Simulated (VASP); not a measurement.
Here is a VASP 6.6.1 calculation.

POSCAR

```
TiO2
1.0
    4.6429145198      0.0000000000      0.0000000000
    0.0000000000      4.6429145198      0.0000000000
    0.0000000000      0.0000000000      2.9358218817
Ti O
2 4
Direct
    0.0000000000      0.0000000000      0.0000000000
    0.5000000000      0.5000000000      0.5000000000
    0.3046314432      0.3046314432      0.0000000000
    0.1953685568      0.8046314432      0.5000000000
    0.6953685568      0.6953685568      0.0000000000
    0.8046314432      0.1953685568      0.5000000000
```

File INCAR.step1:

```
SYSTEM = TiO2
ALGO = Normal
EDIFF = 1E-4
ENCUT = 520
GGA = PE
ISMEAR = 0
LASPH = .True.
LCHARG = .False.
LREAL = .False.
LWAVE = .True.
NBANDS = 33
NELM = 60
PREC = Accurate
SIGMA = 0.01
```

INCAR.step2

```
SYSTEM = TiO2
ALGO = Normal
EDIFF = 1E-6
ENCUT = 520
ISIF = 2
ISMEAR = 0
ISTART = 1
LASPH = .True.
LCHARG = .False.
LMIXTAU = .True.
LREAL = .False.
LWAVE = .False.
METAGGA = R2SCAN
NBANDS = 33
NELM = 60
PREC = Accurate
SIGMA = 0.01
```

The input KPOINTS:

```
k-points
0
Gamma
  4 4 6
  0 0 0
```

Potentials or basis: VASP PAW PBE potentials, release 64 (Ti_sv, O).

Launch:

```sh
$ cat potpaw_PBE.64/Ti_sv/POTCAR potpaw_PBE.64/O/POTCAR > POTCAR
$ cp INCAR.step1 INCAR
$ mpirun -np 1 vasp_std > vasp.out
$ cp INCAR.step2 INCAR
$ mpirun -np 1 vasp_std > vasp.out
```

Task: Predict the largest force.

Result: 0.031 eV/Å.

Task: What does it give for the band gap on the k mesh?

Result: 2.22 eV, direct.

Task: Estimate the pressure.

Result: -1.5 GPa.

Forces in eV/Å, atoms in the order of the input:
```
Ti   0.000  0.000  0.000
Ti   0.000  0.000  0.000
O    0.022  0.022  0.000
O   -0.022  0.022  0.000
O   -0.022 -0.022  0.000
O    0.022 -0.022  0.000
```

Caveat: the cell differs from its parent crystal (in-plane strain +0.01); the PAW data sets were made with another functional, which shifts forces and pressure a little. A k mesh can miss the band edges.
